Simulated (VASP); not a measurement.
MgO (NiAs type), 4 atoms in the cell. Symmetry: P6_3/mmc, No. 194, hexagonal system. Conventional cell: a = 2.958 Å, b = 2.958 Å, c = 5.157 Å, α = 90.00°, β = 90.00°, γ = 120.00°. Mg (site symmetry -3m) has 6 O at 2.14 Å and 2 Mg at 2.58 Å within 2.8 Å. Within 2.8 Å of O (site symmetry -6m2) lie 6 Mg at 2.14 Å. 

```yaml
Program: VASP 6.6.1
Task: single point
Functional: PBE
Potentials_or_basis: VASP PAW PBE potentials, release 64 (Mg, O)
Cutoff: 520 eV
k_mesh: 10 × 10 × 6
Occupations: fermi-dirac, width 0.08 eV
Spin: no spin polarisation
Dipole_correction: no
Further_INCAR_settings: ALGO = Normal; EDIFF = 1e-06; NBANDS = 16
```

Potentials or basis: VASP PAW PBE potentials, release 64 (Mg, O).

Command:

```sh
$ cat potpaw_PBE.64/Mg/POTCAR potpaw_PBE.64/O/POTCAR > POTCAR
$ mpirun -np 1 vasp_std > vasp.out
```

Hardware: 1 thread of Intel(R) Xeon(R) 6975P-C (Granite Rapids), with other jobs on the host.

Question: How long does it take, and how much memory?

Answer: Run time: 12 s on 1 thread of Intel(R) Xeon(R) 6975P-C (Granite Rapids), with other jobs on the host, peak memory 0.17 GiB. Counts: scf iterations 12, k points 56.
